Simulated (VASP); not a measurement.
Set up this calculation in VASP 6.6.1, as the native input.

```
Task                   : single point
Functional             : PBEsol
Potentials or basis    : VASP PAW PBE potentials, release 64 (Si, C)
Cutoff                 : 600 eV
k mesh                 : 8 × 8 × 6
Occupations            : gaussian, width 0.02 eV
Spin                   : no spin polarisation
Dipole correction      : no
Further INCAR settings : ALGO = Normal; EDIFF = 1e-06; NBANDS = 16
```

The structure of SiC lies in POSCAR:

```
SiC
1.0
    3.1067621217      0.0000000000      0.0000000000
   -1.5533810608      2.6572362214      0.0000000000
    0.0000000000      0.0000000000      5.0351503178
Si C
2 2
Direct
    0.3332265728      0.6664531457     -0.0007638043
    0.6667734272      0.3335468543      0.4992361957
    0.3322562928      0.6645125856      0.3757638043
    0.6677437072      0.3354874144      0.8757638043
```

This cell differs from its parent crystal: strained cell.

These files were run (other wordings do the same):

INCAR

```
ALGO     = Normal         # electronic algorithm
EDIFF    = 1E-6           # SCF threshold, eV
ENCUT    = 600            # plane-wave cutoff, eV
GGA      = PS             # functional
GGA_COMPAT= F            
ISIF     = 2              # what is computed and relaxed
ISMEAR   = 0              # smearing method
LASPH    = T              # aspherical terms in the spheres
LCHARG   = F              # write CHGCAR
LREAL    = F              # projectors in reciprocal space
LWAVE    = F              # write WAVECAR
NBANDS   = 16             # bands
NELM     = 120            # most SCF steps
PREC     = Accurate       # precision mode
SIGMA    = 0.02           # smearing width, eV
```

KPOINTS

```
k-points
0
Gamma
  8 8 6
```

Potentials or basis: VASP PAW PBE potentials, release 64 (Si, C).

The run is started by

```sh
$ cat potpaw_PBE.64/Si/POTCAR potpaw_PBE.64/C/POTCAR > POTCAR
$ mpirun -np 1 vasp_std > vasp.out
```

It gave:

The pressure is -0.9 GPa and the band gap on the k mesh is 2.35 eV (least direct gap 3.74 eV).

Caveat: the cell differs from its parent crystal (strained cell); the stress differs along the axes, from -4 to 1 GPa; the PAW data sets were made with another functional, which shifts forces and pressure a little.

Run time: 92 s on 1 thread of Intel Xeon 8259CL (shared host), peak memory 0.21 GiB.
